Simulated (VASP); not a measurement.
# TiO2 (Rutile) (P4_2/mnm) in VASP: further runs

Aim: see how the results for TiO2 (Rutile) move with the level of theory and the settings. Levels: PBE+D4, RPBE. Tasks: relaxation of cell and atoms.

Program: VASP 6.6.1. These are calculated values, not measurements. Logs are shortened: lines on timing, memory, paths and dates and some standing lists are left out, and cuts for length are marked.

## 1. The cell of the first run

It takes space group P4_2/mnm (No. 136, tetragonal). Conventional cell: a = 4.592 Å, b = 4.592 Å, c = 2.957 Å, α = 90.00°, β = 90.00°, γ = 90.00°. Ti (site symmetry mmm) has 6 O at 1.95 to 1.98 Å within 2.6 Å. Within 2.6 Å of O (site symmetry m2m) lie 3 Ti at 1.95 to 1.98 Å and 1 O at 2.53 Å.

## 2. Relaxation of cell and atoms, PBE+D4

Contents of INCAR:

```
ALGO = Normal
EDIFF = 1E-6
EDIFFG = -0.001
ENCUT = 600
GGA = PE
IBRION = 2
ISIF = 3
ISMEAR = 0
IVDW = 13
LASPH = T
LCHARG = F
LREAL = F
LWAVE = F
NELM = 80
NSW = 80
PREC = Accurate
SIGMA = 0.01
```

Contents of KPOINTS:

```
k-points
0
Gamma
  3 3 5
```

Contents of POSCAR:

```
TiO2
1.0
    4.5922000000      0.0000000000      0.0000000000
    0.0000000000      4.5922000000      0.0000000000
    0.0000000000      0.0000000000      2.9574000000
Ti O
2 4
Direct
    0.0000000000      0.0000000000      0.0000000000
    0.5000000000      0.5000000000      0.5000000000
    0.3049600000      0.3049600000      0.0000000000
    0.1950400000      0.8049600000      0.5000000000
    0.6950400000      0.6950400000      0.0000000000
    0.8049600000      0.1950400000      0.5000000000
```

Potentials or basis: VASP PAW PBE potentials, release 64 (Ti_sv, O).

On the command line:

```sh
$ cat potpaw_PBE.64/Ti_sv/POTCAR potpaw_PBE.64/O/POTCAR > POTCAR
$ mpirun -np 1 vasp_std > vasp.out
```

OUTCAR:

```text
EDIFF = 1E-6
   EDIFFG = -0.001
   ENCUT = 600
   GGA = PE
   IBRION = 2
   ISIF = 3
   ISMEAR = 0
   IVDW = 13
   LASPH = T
   LREAL = F
   NELM = 80
   NSW = 80
   PREC = Accurate

 ion  position               nearest neighbor table
   1  0.000  0.000  0.000-   4 1.95   6 1.95   4 1.95   6 1.95   5 1.98   3 1.98
   2  0.500  0.500  0.500-   3 1.95   5 1.95   3 1.95   5 1.95   4 1.98   6 1.98
   3  0.305  0.305  0.000-   2 1.95   2 1.95   1 1.98
   4  0.195  0.805  0.500-   1 1.95   1 1.95   2 1.98
   5  0.695  0.695  0.000-   2 1.95   2 1.95   1 1.98
   6  0.805  0.195  0.500-   1 1.95   1 1.95   2 1.98

  LATTYP: Found a simple tetragonal cell.
 ALAT       =     4.5922000000
 C/A-ratio  =     0.6440050520

  Lattice vectors:

 A1 = (   4.5922000000,   0.0000000000,   0.0000000000)
 A2 = (   0.0000000000,   4.5922000000,   0.0000000000)
 A3 = (   0.0000000000,   0.0000000000,   2.9574000000)

Analysis of symmetry for initial positions (statically):
=====================================================================
 Subroutine PRICEL returns:
 Original cell was already a primitive cell.

 Routine SETGRP: Setting up the symmetry group for a
 simple tetragonal supercell.

 Subroutine GETGRP returns: Found 16 space group operations
 (whereof  8 operations were pure point group operations)
 out of a pool of 16 trial point group operations.

The static configuration has the point symmetry D_2h.
 The point group associated with its full space group is D_4h.

Analysis of symmetry for dynamics (positions and initial velocities):
=====================================================================
 Subroutine PRICEL returns:
 Original cell was already a primitive cell.

 Routine SETGRP: Setting up the symmetry group for a
 simple tetragonal supercell.

 Subroutine GETGRP returns: Found 16 space group operations
 (whereof  8 operations were pure point group operations)
 out of a pool of 16 trial point group operations.

The dynamic configuration has the point symmetry D_2h.
 The point group associated with its full space group is D_4h.

 Subroutine INISYM returns: Found 16 space group operations
 (whereof  8 operations are pure point group operations),
 and found     1 'primitive' translations

----------------------------------------------------------------------------------------

                                     Primitive cell

  volume of cell :      62.3665

  direct lattice vectors                    reciprocal lattice vectors
     4.592200000  0.000000000  0.000000000     0.217760550  0.000000000  0.000000000
     0.000000000  4.592200000  0.000000000     0.000000000  0.217760550  0.000000000
     0.000000000  0.000000000  2.957400000     0.000000000  0.000000000  0.338134848

  length of vectors
     4.592200000  4.592200000  2.957400000     0.217760550  0.217760550  0.338134848

  position of ions in fractional coordinates (direct lattice)
     0.000000000  0.000000000  0.000000000
     0.500000000  0.500000000  0.500000000
     0.304960000  0.304960000  0.000000000
     0.195040000  0.804960000  0.500000000
     0.695040000  0.695040000  0.000000000
     0.804960000  0.195040000  0.500000000

  ion indices of the primitive-cell ions
   primitive index   ion index
                 1           1
                 2           2
                 3           3
                 4           4
                 5           5
                 6           6

----------------------------------------------------------------------------------------

 KPOINTS: k-points

Automatic generation of k-mesh.
 Grid dimensions read from file:
 generate k-points for:    3    3    5

 Generating k-lattice:

  Cartesian coordinates                     Fractional coordinates (reciprocal lattice)
     0.072586850  0.000000000  0.000000000     0.333333333  0.000000000  0.000000000
     0.000000000  0.072586850  0.000000000     0.000000000  0.333333333  0.000000000
     0.000000000  0.000000000  0.067626970     0.000000000  0.000000000  0.200000000

  Length of vectors
     0.072586850  0.072586850  0.067626970

  Shift w.r.t. Gamma in fractional coordinates (k-lattice)
     0.000000000  0.000000000  0.000000000

 Subroutine IBZKPT returns following result:
 ===========================================

 Found      9 irreducible k-points:

 Following reciprocal coordinates:
            Coordinates               Weight
  0.000000  0.000000  0.000000      1.000000
  0.333333  0.000000  0.000000      4.000000
  0.333333  0.333333  0.000000      4.000000
  0.000000  0.000000  0.200000      2.000000
  0.333333  0.000000  0.200000      8.000000
  0.333333  0.333333  0.200000      8.000000
  0.000000  0.000000  0.400000      2.000000
  0.333333  0.000000  0.400000      8.000000
  0.333333  0.333333  0.400000      8.000000
   k-points           NKPTS =      9   k-points in BZ     NKDIM =      9   number of bands    NBANDS=     28
   number of dos      NEDOS =    301   number of ions     NIONS =      6
   total plane-waves  NPLWV =  38400
   dimension x,y,z NGX =    40 NGY =   40 NGZ =   24
   dimension x,y,z NGXF=    80 NGYF=   80 NGZF=   48
   ions per type =               2   4
   NGX,Y,Z   is equivalent  to a cutoff of  14.48, 14.48, 13.49 a.u.
   NGXF,Y,Z  is equivalent  to a cutoff of  28.96, 28.96, 26.98 a.u.
 SYSTEM =  unknown system
   PREC   = accura    normal or accurate (medium, high low for compatibility)
   ISTART =      0    job   : 0-new  1-cont  2-samecut
   ICHARG =      2    charge: 1-file 2-atom 10-const
   ISPIN  =      1    spin polarized calculation?
   LNONCOLLINEAR =      F non collinear calculations
   LSORBIT =      F    spin-orbit coupling
   LASPH  =      T    aspherical Exc in radial PAW
   ENCUT  =  600.0 eV  44.10 Ry    6.64 a.u.   9.17  9.17  5.91*2*pi/ulx,y,z
   NELM   =     80;   NELMIN=  2; NELMDL= -5     # of ELM steps
   EDIFF  = 0.1E-05   stopping-criterion for ELM
   LREAL  =      F    real-space projection
   EDIFFG = -.1E-02   stopping-criterion for IOM
   NSW    =     80    number of steps for IOM
   IBRION =      2    ionic relax: 0-MD 1-quasi-New 2-CG
   NFREE  =      1    steps in history (QN), initial steepest desc. (CG)
   ISIF   =      3    stress and relaxation
   ISYM   =      2    0-nonsym 1-usesym 2-fastsym
   POTIM  = 0.5000    time-step for ionic-motion
   TEBEG  =    0.0;   TEEND  =   0.0 temperature during run
   PSTRESS=    0.0 pullay stress
   NELECT =      48.0000    total number of electrons
   NUPDOWN=      -1.0000    fix difference up-down
   EMIN   =  10.00;   EMAX   =-10.00  energy-range for DOS
   EFERMI =   0.00;   METHOD = LEGACY
   ISMEAR =     0;   SIGMA  =   0.01  broadening in eV -4-tet -1-fermi 0-gaus
   EFERMI_NEDOS =   21; number of points for ismear=-14 and -15
   IALGO  =     38    algorithm
   IMIX   =      4    mixing-type and parameters
     AMIX     =   0.40;   BMIX     =  1.00
     AMIX_MAG =   1.60;   BMIX_MAG =  1.00
  volume/ion in A,a.u.               =      10.39        70.15
  Fermi-wavevector in a.u.,A,eV,Ry     =   1.500277  2.835112 30.624403  2.250830
  Thomas-Fermi vector in A             =   2.611798
   LORBIT       =      0    0 simple, 1 ext, 2 COOP (PROOUT), +10 PAW based schemes
   GGA     = PE    functional components
   LHFCALC =     F    Hartree Fock is set to
   AEXX    =    0.0000 exact exchange contribution
   IVDW    =    13    specifies the selected vdW correction
   LEPSILON=     F    determine dielectric tensor
   LRPA    =     F    only Hartree local field effects (RPA)
 conjugate gradient relaxation of ions
 non-spin polarized calculation
 Gauss-broadening in eV      SIGMA  =   0.01
  energy-cutoff  :      600.00
  volume of cell :       62.37
 maximum number of plane-waves:      2091
 NGX is ok and might be reduce to    40
   NGX = 19   NGY = 19   NGZ = 11

--------------------------------------- Ionic step        1  -------------------------------------------

 number of electron      47.9999989 magnetization

 Free energy of the ion-electron system (eV)
  ---------------------------------------------------
  ext. energy  EPLUGINS =         0.00000000
  ---------------------------------------------------
  free energy    TOTEN  =       -53.64664562 eV

  energy without entropy =      -53.64664562  energy(sigma->0) =      -53.64664562

------------------------ aborting loop because EDIFF is reached ----------------------------------------

  DFT-D4 for vdW energy calculation

  Edisp (eV):   -1.24514

  FORCE on cell =-STRESS in cart. coord.  units (eV):
  Direction    XX          YY          ZZ          XY          YZ          ZX
  --------------------------------------------------------------------------------------
  -------------------------------------------------------------------------------------
  Total       0.73146     0.73146     0.60292     0.00000     0.00000     0.00000
  in kB      18.79100    18.79100    15.48892     0.00000     0.00000     0.00000
  external pressure =       17.69 kB  Pullay stress =        0.00 kB
[... 109 lines left out ...]
  FREE ENERGIE OF THE ION-ELECTRON SYSTEM (eV)
  ---------------------------------------------------
  free  energy   TOTEN  =       -54.8948607745 eV

  energy  without entropy=      -54.8948607745  energy(sigma->0) =      -54.89486077

[... ionic steps 4 to 15 ...]

--------------------------------------- Ionic step       16  -------------------------------------------

 number of electron      47.9999986 magnetization

------------------------ aborting loop because EDIFF is reached ----------------------------------------

  DFT-D4 for vdW energy calculation

  Edisp (eV):   -1.23341
[... 77 lines left out ...]
  energy  without entropy=      -54.8951588434  energy(sigma->0) =      -54.89515884

--------------------------------------- Ionic step       18  -------------------------------------------

 number of electron      47.9999986 magnetization

 Free energy of the ion-electron system (eV)
  ---------------------------------------------------
  ext. energy  EPLUGINS =         0.00000000
  ---------------------------------------------------
  free energy    TOTEN  =       -53.66177429 eV

  energy without entropy =      -53.66177429  energy(sigma->0) =      -53.66177429

 E-fermi :   4.8962     XC(G=0): -11.3789

 val. band max:        4.7852880321   @ k =   0.0000   0.0000   0.0000
 cond. band min:       6.6196941442   @ k =   0.0000   0.0000   0.0000
 fundamental gap:      1.8344061121
 Fermi energy:         4.8962364676

 k-point     1 :       0.0000    0.0000    0.0000
  band No.  band energies     occupation
      1     -52.1617      2.00000
      2     -52.1453      2.00000
      3     -28.4637      2.00000
      4     -28.4637      2.00000
      5     -28.3028      2.00000
      6     -28.3028      2.00000
[... 305 lines left out ...]
  FREE ENERGIE OF THE ION-ELECTRON SYSTEM (eV)
  ---------------------------------------------------
  free  energy   TOTEN  =       -54.8951590717 eV

  energy  without entropy=      -54.8951590717  energy(sigma->0) =      -54.89515907

 reached required accuracy - stopping structural energy minimisation
```

It took 99 s on 1 thread of AMD EPYC 9R45 (Zen 5), shared host; peak memory 0.17 GiB.

Results:

| Property | Result |
| --- | --- |
| Free energy | -54.8952 eV |
| Relaxed volume | 10.47 Å³/atom |
| Relaxed cell | a = 4.608 Å, b = 4.608 Å, c = 2.959 Å, α = 90.00°, β = 90.00°, γ = 90.00° |
| Space group after relaxing (to 0.05 Å) | P4_2/mnm (No. 136) |
| Energy gained by relaxing | 0.6 meV/atom |
| Ionic steps | 18 |
| Pressure after relaxing | 0.0 GPa |
| Band gap on the k mesh | 1.83 eV, direct |
| Dispersion energy per atom | -0.206 eV |

Step by step:
```
step  energy change (eV)  largest force (eV/Å)  pressure (GPa)  volume (Å³)
   1              0.0000                0.1062            1.77        62.37
   2              0.0013                0.0739           -2.24        63.41
   3             -0.0031                0.0225           -0.10        62.84
   4             -0.0034                0.0016            0.00        62.82
   5             -0.0034                0.0033            0.01        62.81
   6             -0.0034                0.0029            0.01        62.81
   7             -0.0034                0.0006            0.01        62.82
   8             -0.0034                0.0027            0.01        62.82
   9             -0.0034                0.0002            0.00        62.82
  10             -0.0034                0.0007            0.02        62.82
  11             -0.0034                0.0018            0.02        62.82
  12             -0.0034                0.0016           -0.02        62.83
  13             -0.0034                0.0022           -0.02        62.83
  14             -0.0034                0.0025           -0.02        62.82
  15             -0.0034                0.0024           -0.01        62.82
  16             -0.0034                0.0019            0.00        62.82
  17             -0.0034                0.0012            0.00        62.82
  18             -0.0034                0.0002            0.00        62.82
```

Final structure:
```cif
data_structure
_symmetry_space_group_name_H-M 'P 1'
_symmetry_Int_Tables_number 1
_cell_length_a 4.6080
_cell_length_b 4.6080
_cell_length_c 2.9586
_cell_angle_alpha 90.000
_cell_angle_beta 90.000
_cell_angle_gamma 90.000
_cell_volume 62.82
loop_
_atom_site_label
_atom_site_type_symbol
_atom_site_fract_x
_atom_site_fract_y
_atom_site_fract_z
_atom_site_occupancy
Ti1 Ti 0.00000 0.00000 0.00000 1
Ti2 Ti 0.50000 0.50000 0.50000 1
O1 O 0.30441 0.30441 0.00000 1
O2 O 0.19559 0.80441 0.50000 1
O3 O 0.69559 0.69559 0.00000 1
O4 O 0.80441 0.19559 0.50000 1
```

Caveat: the k points lie up to 0.45 Å⁻¹ apart in the final cell. A k mesh can miss the band edges.

## 3. Relaxation of cell and atoms, RPBE

Contents of INCAR:

```
ALGO = Normal
EDIFF = 1E-7
EDIFFG = -0.001
ENCUT = 600
GGA = RP
IBRION = 2
ISIF = 3
ISMEAR = 0
LASPH = True
LCHARG = False
LREAL = False
LWAVE = False
NELM = 60
NSW = 80
PREC = Accurate
SIGMA = 0.01
```

KPOINTS is that of step 2.

POSCAR is that of step 2.

Potentials or basis: VASP PAW PBE potentials, release 64 (Ti_sv, O).

On the command line:

```sh
$ cat potpaw_PBE.64/Ti_sv/POTCAR potpaw_PBE.64/O/POTCAR > POTCAR
$ mpirun -np 1 vasp_std > vasp.out
```

Wall time 96 s (1 thread of AMD EPYC 9R45 (Zen 5), shared host); peak memory 0.17 GiB.

It converged, with:

```yaml
Free_energy: -51.2103 eV
Relaxed_volume: 10.93 Å³/atom
Relaxed_cell: a = 4.688 Å, b = 4.688 Å, c = 2.984 Å, α = 90.00°, β = 90.00°, γ = 90.00°
Space_group_after_relaxing_to_0.05_Å: P4_2/mnm (No. 136)
Energy_gained_by_relaxing: 16.9 meV/atom
Ionic_steps: 10
Pressure_after_relaxing: 0.0 GPa
Band_gap_on_the_k_mesh: 1.83 eV, direct
```

Step by step:
```
step  energy change (eV)  largest force (eV/Å)  pressure (GPa)  volume (Å³)
   1              0.0000                0.1562           10.86        62.37
   2              0.0332                0.3944          -10.33        68.95
   3             -0.0951                0.1257           -0.01        65.29
   4             -0.0951                0.1207            0.19        65.24
   5             -0.1004                0.0487            0.14        65.41
   6             -0.1014                0.0005            0.15        65.52
   7             -0.1014                0.0065           -0.15        65.62
   8             -0.1014                0.0031            0.01        65.56
   9             -0.1014                0.0034            0.00        65.57
  10             -0.1014                0.0007           -0.01        65.57
```

Final structure:
```xyz
6
Lattice="4.6876 0.0000 0.0000 0.0000 4.6876 0.0000 0.0000 0.0000 2.9839" Properties=species:S:1:pos:R:3 pbc="T T T"
Ti    0.0000    0.0000    0.0000
Ti    2.3438    2.3438    1.4920
O     1.4332    1.4332    0.0000
O     0.9106    3.7770    1.4920
O     3.2544    3.2544    0.0000
O     3.7770    0.9106    1.4920
```

Levels at points of the mesh, in eV from the valence-band top:
```csv
k point,band 20,band 21,band 22,band 23,band 24,band 25,band 26,band 27,band 28
"(0.00, 0.00, 0.00)",-1.82,-0.65,-0.41,-0.41,0.00,1.83,2.13,2.38,2.43
```

Caveat: the k points lie up to 0.45 Å⁻¹ apart in the final cell; the PAW data sets were made with another functional, which shifts forces and pressure a little.
